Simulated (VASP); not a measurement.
A run of VASP 6.6.1 is set up as follows.

Contents of INCAR:

```
PREC = Accurate
ENCUT = 520
EDIFF = 1E-6
ISMEAR = 0
SIGMA = 0.15
LREAL = F
LASPH = T
NELM = 100
ALGO = Fast
ISIF = 2
LWAVE = F
LCHARG = T
GGA = PS
LELF = T
LVHAR = T
NBANDS = 11
```

Contents of KPOINTS:

```
Automatic mesh
0
Gamma
  18 18 18
```

File POSCAR:

```
Hf
1.0
   -1.7779250000      1.7779250000      1.8320750000
    1.7779250000     -1.7779250000      1.8320750000
    1.7779250000      1.7779250000     -1.8320750000
Hf
1
Direct
    0.0000000000      0.0000000000      0.0000000000
```

Potentials or basis: VASP PAW PBE potentials, release 64 (Hf_pv).

The run is started by

```console
$ cat potpaw_PBE.64/Hf_pv/POTCAR > POTCAR
$ mpirun -np 1 vasp_std > vasp.out
```

Question: What does it give for the band gap on the k mesh?

Answer: Zero (band 5 reaches 5.59 eV, above the bottom of band 6 at 3.51 eV).

Question: Predict the pressure.

Answer: -8.1 GPa.

Stress tensor (GPa, compression positive):
```
-8.50  0.00  0.00
 0.00 -8.50  0.00
 0.00  0.00 -7.23
```

Caveat: the cell differs from its parent crystal (strain -0.015 along x and y, +0.015 along z); the PAW data sets were made with another functional, which shifts forces and pressure a little; spin-orbit coupling is left out, which moves the levels of the heavy elements.
